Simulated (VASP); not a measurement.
Wanted: the native input for a VASP 6.6.1 run.

- Task: single point
- Functional: PBE
- Potentials or basis: VASP PAW PBE potentials, release 64 (Sr_sv, O)
- Cutoff: 520 eV
- k mesh: 6 × 6 × 4
- Occupations: gaussian, width 0.01 eV
- Spin: no spin polarisation
- Dipole correction: no
- Further INCAR settings: ALGO = Normal; EDIFF = 1e-07; NBANDS = 24

The structure of SrO lies in POSCAR:

```
SrO
1.0
    4.2700309501      0.0000000000      0.0000000000
   -2.1350154750      3.6979552777      0.0000000000
    0.0000000000      0.0000000000      5.1444468281
Sr O
2 2
Direct
    0.3333333333      0.6666666667     -0.0625000000
    0.6666666667      0.3333333333      0.4375000000
    0.3333333333      0.6666666667      0.4375000000
    0.6666666667      0.3333333333      0.9375000000
```

These files were run (other wordings do the same):

INCAR

```
SYSTEM = SrO
ALGO = Normal
EDIFF = 1E-7
ENCUT = 520
GGA = PE
ISIF = 2
ISMEAR = 0
LASPH = .True.
LCHARG = .False.
LREAL = .False.
LWAVE = .False.
NBANDS = 24
NELM = 100
PREC = Accurate
SIGMA = 0.01
```

KPOINTS

```
k-points
0
Gamma
  6 6 4
  0 0 0
```

Potentials or basis: VASP PAW PBE potentials, release 64 (Sr_sv, O).

Command:

```console
$ cat potpaw_PBE.64/Sr_sv/POTCAR potpaw_PBE.64/O/POTCAR > POTCAR
$ mpirun -np 1 vasp_std > vasp.out
```

It gave:

```
Pressure               : 1.7 GPa
Band gap on the k mesh : 2.64 eV, direct
```

Run time: 18 s on 1 thread of Intel(R) Xeon(R) 6975P-C (Granite Rapids) (shared host), peak memory 0.2 GiB.
